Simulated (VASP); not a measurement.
# MgS (I-4m2) in VASP: notebook

The runs below take MgS through single point, with PBEsol.

All numbers are computed with VASP 6.6.1; they aren't measurements. Logs are shortened: lines on timing, memory, paths and dates and some standing lists are left out, and cuts for length are marked.

### 1 The cell of the first run

Symmetry: I-4m2, No. 119, tetragonal system. Conventional cell: a = 3.806 Å, b = 3.806 Å, c = 5.666 Å, α = 90.00°, β = 90.00°, γ = 90.00°. Within 3.1 Å of Mg (site symmetry -4m2) lie 4 S at 2.37 Å. Within 3.1 Å of S (site symmetry -4m2) lie 4 Mg at 2.37 Å.

### 2 Single point, PBEsol (strain -0.0500 x Voigt [1, 1, 0, 0, 0, 0])

Input file INCAR:

```
SYSTEM = MgS
PREC = Accurate
ENCUT = 520
EDIFF = 1E-6
ISMEAR = 0
SIGMA = 0.05
LREAL = .False.
LASPH = .True.
NELM = 60
ALGO = Normal
ISIF = 2
LWAVE = .False.
LCHARG = .True.
GGA = PS
LELF = .True.
LVHAR = .True.
NBANDS = 11
```

Input file KPOINTS:

```
Automatic mesh
0
Gamma
  8 8 8
  0 0 0
```

Input file POSCAR:

```
MgS
1.0
    0.0000000000      2.6914640445      2.8331200468
    2.6914640445      0.0000000000      2.8331200468
    2.6914640445      2.6914640445      0.0000000000
Mg S
1 1
Direct
    0.0000000000      0.0000000000      0.0000000000
    0.7500000000      0.7500000000      0.7500000000
```

Potentials or basis: VASP PAW PBE potentials, release 64 (Mg, S).

Command:

```
$ cat potpaw_PBE.64/Mg/POTCAR potpaw_PBE.64/S/POTCAR > POTCAR
$ mpirun -np 1 vasp_std > vasp.out
```

OUTCAR:

```text
SYSTEM = MgS
   PREC = Accurate
   ENCUT = 520
   EDIFF = 1E-6
   ISMEAR = 0
   LREAL = .False.
   LASPH = .True.
   NELM = 60
   ISIF = 2
   GGA = PS

 ion  position               nearest neighbor table
   1  0.000  0.000  0.000-   2 2.37   2 2.37   2 2.37   2 2.37
   2  0.750  0.750  0.750-   1 2.37   1 2.37   1 2.37   1 2.37

  LATTYP: Found a body centered tetragonal cell.
 ALAT       =     3.8063049544
 C/A-ratio  =     1.4886458551

  Lattice vectors:

 A1 = (  -2.6914640445,   0.0000000000,   2.8331200468)
 A2 = (   2.6914640445,   0.0000000000,   2.8331200468)
 A3 = (   0.0000000000,   2.6914640445,  -2.8331200468)

Analysis of symmetry for initial positions (statically):
=====================================================================
 Subroutine PRICEL returns:
 Original cell was already a primitive cell.

 Routine SETGRP: Setting up the symmetry group for a
 body centered tetragonal supercell.

 Subroutine GETGRP returns: Found  8 space group operations
 (whereof  8 operations were pure point group operations)
 out of a pool of 16 trial point group operations.

The static configuration has the point symmetry D_2d.

Analysis of symmetry for dynamics (positions and initial velocities):
=====================================================================
 Subroutine PRICEL returns:
 Original cell was already a primitive cell.

 Routine SETGRP: Setting up the symmetry group for a
 body centered tetragonal supercell.

 Subroutine GETGRP returns: Found  8 space group operations
 (whereof  8 operations were pure point group operations)
 out of a pool of 16 trial point group operations.

The dynamic configuration has the point symmetry D_2d.

 Subroutine INISYM returns: Found  8 space group operations
 (whereof  8 operations are pure point group operations),
 and found     1 'primitive' translations

----------------------------------------------------------------------------------------

                                     Primitive cell

  volume of cell :      41.0461

  direct lattice vectors                    reciprocal lattice vectors
     0.000000000  2.691464044  2.833120047    -0.185772498  0.185772498  0.176483874
     2.691464044  0.000000000  2.833120047     0.185772498 -0.185772498  0.176483874
     2.691464044  2.691464044  0.000000000     0.185772498  0.185772498 -0.176483874

  length of vectors
     3.907754842  3.907754842  3.806304954     0.316495498  0.316495498  0.316495498

  position of ions in fractional coordinates (direct lattice)
     0.000000000  0.000000000  0.000000000
     0.750000000  0.750000000  0.750000000

  ion indices of the primitive-cell ions
   primitive index   ion index
                 1           1
                 2           2

----------------------------------------------------------------------------------------

 KPOINTS: Automatic mesh

Automatic generation of k-mesh.
 Grid dimensions read from file:
 generate k-points for:    8    8    8

 Generating k-lattice:

  Cartesian coordinates                     Fractional coordinates (reciprocal lattice)
    -0.023221562  0.023221562  0.022060484     0.125000000  0.000000000  0.000000000
     0.023221562 -0.023221562  0.022060484     0.000000000  0.125000000  0.000000000
     0.023221562  0.023221562 -0.022060484     0.000000000  0.000000000  0.125000000

  Length of vectors
     0.039561937  0.039561937  0.039561937

  Shift w.r.t. Gamma in fractional coordinates (k-lattice)
     0.000000000  0.000000000  0.000000000

 Subroutine IBZKPT returns following result:
 ===========================================

 Found     59 irreducible k-points:

 Following reciprocal coordinates:
            Coordinates               Weight
  0.000000  0.000000  0.000000      1.000000
  0.125000  0.000000  0.000000      8.000000
  0.250000  0.000000  0.000000      8.000000
  0.375000  0.000000  0.000000      8.000000
  0.500000  0.000000  0.000000      4.000000
  0.125000  0.125000  0.000000      2.000000
[... 16 lines left out ...]
  0.250000  0.000000  0.125000     16.000000
  0.375000  0.000000  0.125000     16.000000
 [... further k-points ...]
   k-points           NKPTS =     59   k-points in BZ     NKDIM =     59   number of bands    NBANDS=     11
   number of dos      NEDOS =    301   number of ions     NIONS =      2
   total plane-waves  NPLWV =  25200
   dimension x,y,z NGX =    30 NGY =   30 NGZ =   28
   dimension x,y,z NGXF=    60 NGYF=   60 NGZF=   56
   ions per type =               1   1
   NGX,Y,Z   is equivalent  to a cutoff of  12.76, 12.76, 12.23 a.u.
   NGXF,Y,Z  is equivalent  to a cutoff of  25.53, 25.53, 24.46 a.u.
 SYSTEM =  MgS
   PREC   = accura    normal or accurate (medium, high low for compatibility)
   ISTART =      0    job   : 0-new  1-cont  2-samecut
   ICHARG =      2    charge: 1-file 2-atom 10-const
   ISPIN  =      1    spin polarized calculation?
   LNONCOLLINEAR =      F non collinear calculations
   LSORBIT =      F    spin-orbit coupling
   LASPH  =      T    aspherical Exc in radial PAW
   ENCUT  =  520.0 eV  38.22 Ry    6.18 a.u.   7.27  7.27  7.08*2*pi/ulx,y,z
   NELM   =     60;   NELMIN=  2; NELMDL= -5     # of ELM steps
   EDIFF  = 0.1E-05   stopping-criterion for ELM
   LREAL  =      F    real-space projection
   EDIFFG = 0.1E-04   stopping-criterion for IOM
   NSW    =      0    number of steps for IOM
   IBRION =     -1    ionic relax: 0-MD 1-quasi-New 2-CG
   NFREE  =      0    steps in history (QN), initial steepest desc. (CG)
   ISIF   =      2    stress and relaxation
   ISYM   =      2    0-nonsym 1-usesym 2-fastsym
   POTIM  = 0.5000    time-step for ionic-motion
   TEBEG  =    0.0;   TEEND  =   0.0 temperature during run
   PSTRESS=    0.0 pullay stress
   NELECT =       8.0000    total number of electrons
   NUPDOWN=      -1.0000    fix difference up-down
   EMIN   =  10.00;   EMAX   =-10.00  energy-range for DOS
   EFERMI =   0.00;   METHOD = LEGACY
   ISMEAR =     0;   SIGMA  =   0.05  broadening in eV -4-tet -1-fermi 0-gaus
   EFERMI_NEDOS =   21; number of points for ismear=-14 and -15
   IALGO  =     38    algorithm
   IMIX   =      4    mixing-type and parameters
     AMIX     =   0.40;   BMIX     =  1.00
     AMIX_MAG =   1.60;   BMIX_MAG =  1.00
  volume/ion in A,a.u.               =      20.52       138.50
  Fermi-wavevector in a.u.,A,eV,Ry     =   0.949178  1.793685 12.258005  0.900938
  Thomas-Fermi vector in A             =   2.077436
   LORBIT       =      0    0 simple, 1 ext, 2 COOP (PROOUT), +10 PAW based schemes
   GGA     = PS    functional components
   LHFCALC =     F    Hartree Fock is set to
   AEXX    =    0.0000 exact exchange contribution
   IVDW    =     0    specifies the selected vdW correction
   LEPSILON=     F    determine dielectric tensor
   LRPA    =     F    only Hartree local field effects (RPA)
 non-spin polarized calculation
 Gauss-broadening in eV      SIGMA  =   0.05
  energy-cutoff  :      520.00
  volume of cell :       41.05
 maximum number of plane-waves:      1118
 NGX is ok and might be reduce to    30
   NGX = 15   NGY = 15   NGZ = 15

 number of electron       8.0000000 magnetization

 Free energy of the ion-electron system (eV)
  ---------------------------------------------------
  ext. energy  EPLUGINS =         0.00000000
  ---------------------------------------------------
  free energy    TOTEN  =        -8.83708949 eV

  energy without entropy =       -8.83708949  energy(sigma->0) =       -8.83708949

 E-fermi :   1.9473     XC(G=0):  -8.9722

 val. band max:        1.7218188162   @ k =   0.0000   0.0000   0.0000
 cond. band min:       5.2342173054   @ k =   0.5000   0.0000   0.5000
 fundamental gap:      3.5123984891
 Fermi energy:         1.9472782987

 k-point     1 :       0.0000    0.0000    0.0000
  band No.  band energies     occupation
      1      -9.9620      2.00000
      2       1.5662      2.00000
      3       1.7218      2.00000
      4       1.7218      2.00000
      5       5.4601      0.00000
      6       9.7527      0.00000
      7       9.8267      0.00000
      8       9.8267      0.00000
      9      12.1485      0.00000
     10      13.1272      0.00000
     11      15.1155      0.00000

 k-point     2 :       0.1250    0.0000    0.0000
  band No.  band energies     occupation
      1      -9.8546      2.00000
      2       0.9080      2.00000
      3       1.5452      2.00000
      4       1.6780      2.00000
      5       6.1556      0.00000
      6       9.6184      0.00000
      7       9.9525      0.00000
      8      10.0407      0.00000
      9      11.7610      0.00000
     10      12.5314      0.00000
     11      15.0946      0.00000

 k-point     3 :       0.2500    0.0000    0.0000
  band No.  band energies     occupation
      1      -9.5729      2.00000
      2      -0.4070      2.00000
      3       1.3707      2.00000
      4       1.5795      2.00000
      5       6.9642      0.00000
      6       9.5866      0.00000
      7       9.9520      0.00000
      8      10.1790      0.00000
      9      12.1780      0.00000
     10      12.3584      0.00000
     11      14.2947      0.00000

 k-point     4 :       0.3750    0.0000    0.0000
  band No.  band energies     occupation
      1      -9.2504      2.00000
      2      -1.4683      2.00000
      3       1.2160      2.00000
      4       1.4902      2.00000
      5       7.0278      0.00000
      6       9.2969      0.00000
      7       9.8067      0.00000
      8      10.4007      0.00000
      9      13.5990      0.00000
     10      13.7229      0.00000
     11      14.5037      0.00000
[... 239 lines left out ...]
 k-point    22 :       0.1250    0.0000    0.1250
  band No.  band energies     occupation
      1      -9.8139      2.00000
      2       0.9641      2.00000
      3       1.3666      2.00000
      4       1.4800      2.00000
      5       6.4096      0.00000
      6       9.2352      0.00000
      7      10.1658      0.00000
      8      10.3379      0.00000
      9      11.3850      0.00000
     10      12.6633      0.00000
     11      15.7125      0.00000

 k-point    23 :       0.2500    0.0000    0.1250
  band No.  band energies     occupation
      1      -9.5861      2.00000
      2      -0.0528      2.00000
      3       1.1939      2.00000
      4       1.3510      2.00000
      5       7.1580      0.00000
      6       8.9888      0.00000
      7      10.0116      0.00000
      8      10.4877      0.00000
      9      11.5115      0.00000
     10      12.9825      0.00000
     11      15.4803      0.00000

 k-point    24 :       0.3750    0.0000    0.1250
  band No.  band energies     occupation
      1      -9.2719      2.00000
      2      -1.1172      2.00000
      3       1.0252      2.00000
      4       1.2000      2.00000
      5       7.3696      0.00000
      6       9.0581      0.00000
      7       9.8969      0.00000
      8      10.1757      0.00000
      9      12.7919      0.00000
     10      14.2764      0.00000
     11      15.2592      0.00000

 [... further k-points ...]
[... 5 lines left out ...]
  --------------------------------------------------------------------------------------
  -------------------------------------------------------------------------------------
  Total        1.7351468      1.7351468      1.5275007      0.0000000     -0.0000000      0.0000000
  in kB       67.7290003     67.7290003     59.6238298      0.0000000     -0.0000000      0.0000000
  external PRESSURE =      65.0272768 kB  Pullay stress =       0.0000000 kB

 VOLUME and BASIS-vectors are now :
 -----------------------------------------------------------------------------
  energy-cutoff  :      520.00
  volume of cell :       41.05
      direct lattice vectors                 reciprocal lattice vectors
     0.000000000  2.691464044  2.833120047    -0.185772498  0.185772498  0.176483874
     2.691464044  0.000000000  2.833120047     0.185772498 -0.185772498  0.176483874
     2.691464044  2.691464044  0.000000000     0.185772498  0.185772498 -0.176483874

 POSITION                                       TOTAL-FORCE (eV/Angst)
 -----------------------------------------------------------------------------------
      0.00000      0.00000      0.00000        -0.000000     -0.000000     -0.000000
      4.03720      4.03720      4.24968         0.000000      0.000000      0.000000
 -----------------------------------------------------------------------------------
    total drift:                                0.000000      0.000000      0.000000

  FREE ENERGIE OF THE ION-ELECTRON SYSTEM (eV)
  ---------------------------------------------------
  free  energy   TOTEN  =        -8.8370894903 eV

  energy  without entropy=       -8.8370894903  energy(sigma->0) =       -8.83708949
```

Wall time 26 s (1 thread of Intel Xeon 8259CL, shared host); peak memory 0.18 GiB.

Results:

| Quantity | Value |
| --- | --- |
| Free energy | -8.8371 eV |
| Pressure | 6.5 GPa |
| Band gap on the k mesh | 3.51 eV, indirect (least direct gap 3.74 eV) |

Stress tensor (GPa, compression positive):
```
6.77 0.00 0.00
0.00 6.77 0.00
0.00 0.00 5.96
```

Levels at points of the mesh, in eV from the valence-band top:
```
           k point  band 2  band 3  band 4  band 5  band 6  band 7
(0.00, 0.00, 0.00)   -0.16    0.00    0.00    3.74    8.03    8.10
(0.50, 0.00, 0.00)   -3.60   -0.57   -0.27    5.24    7.41    7.89
(0.50, 0.50, 0.00)   -3.37   -1.04   -1.04    3.66    5.84   11.54
(0.50, 0.00, 0.50)   -3.12   -1.33   -1.30    3.51    5.48   12.16
```

Caveat: the cell differs from its parent crystal (strain -0.0500 x Voigt [1, 1, 0, 0, 0, 0]); the PAW data sets were made with another functional, which shifts forces and pressure a little.

[end of part 1 of 2]
